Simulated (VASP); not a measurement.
Al4BiSb3: single point with r2SCAN

Al4BiSb3:

```
CELL_PARAMETERS angstrom
-3.17220 3.17220 6.34467
3.17220 -3.17220 6.34467
3.17220 3.17220 -6.34467
ATOMIC_POSITIONS crystal
Sb 0.25000 0.75000 0.50000
Sb 0.50000 0.50000 0.00000
Sb 0.75000 0.25000 0.50000
Al 0.87214 0.38111 0.00000
Al 0.12786 0.12786 0.50897
Al 0.38111 0.87214 0.00000
Al 0.61889 0.61889 0.49103
Bi 0.00000 0.00000 0.00000
```

```
Program                : VASP 6.6.1
Task                   : single point
Functional             : r2SCAN
Potentials or basis    : VASP PAW PBE potentials, release 64 (Sb, Al, Bi_d)
Cutoff                 : 520 eV
k mesh                 : 6 × 6 × 6
Occupations            : gaussian, width 0.01 eV
Spin                   : no spin polarisation
Dipole correction      : no
Further INCAR settings : ALGO = Normal; EDIFF = 1e-06; NBANDS = 31
```

* Pressure: -2.7 GPa
* Largest force: 0.015 eV/Å
* Band gap on the k mesh: 1.05 eV

Forces in eV/Å, atoms in the order of the input:
```
Sb   0.000  0.000  0.000
Sb   0.000  0.000  0.000
Sb   0.000  0.000  0.000
Al  -0.008  0.008 -0.009
Al  -0.008 -0.008  0.009
Al   0.008 -0.008 -0.009
Al   0.008  0.008  0.009
Bi   0.000  0.000  0.000
```

Levels at points of the mesh, in eV from the valence-band top:
```csv
k point,band 17,band 18,band 19,band 20,band 21,band 22,band 23,band 24,band 25,band 26
"(0.00, 0.00, 0.00)",-2.11,-2.11,0.00,0.00,0.00,1.05,1.52,1.71,3.27,3.27
"(0.50, 0.00, 0.00)",-1.90,-1.83,-1.71,-1.11,-0.91,2.81,2.90,3.02,3.05,3.35
"(0.50, 0.50, 0.00)",-1.02,-1.00,-0.87,-0.76,-0.74,1.16,1.38,2.57,2.71,3.90
"(0.50, 0.50, 0.50)",-2.03,-1.44,-1.44,-1.21,-1.21,1.36,1.66,1.72,1.72,1.90
```

Run time: 12 min on 1 thread of Intel(R) Xeon(R) 6975P-C (Granite Rapids), with other jobs on the host, peak memory 0.65 GiB.

Caveat: the PAW data sets were made with another functional, which shifts forces and pressure a little; spin-orbit coupling is left out, which moves the levels of the heavy elements. A k mesh can miss the band edges.
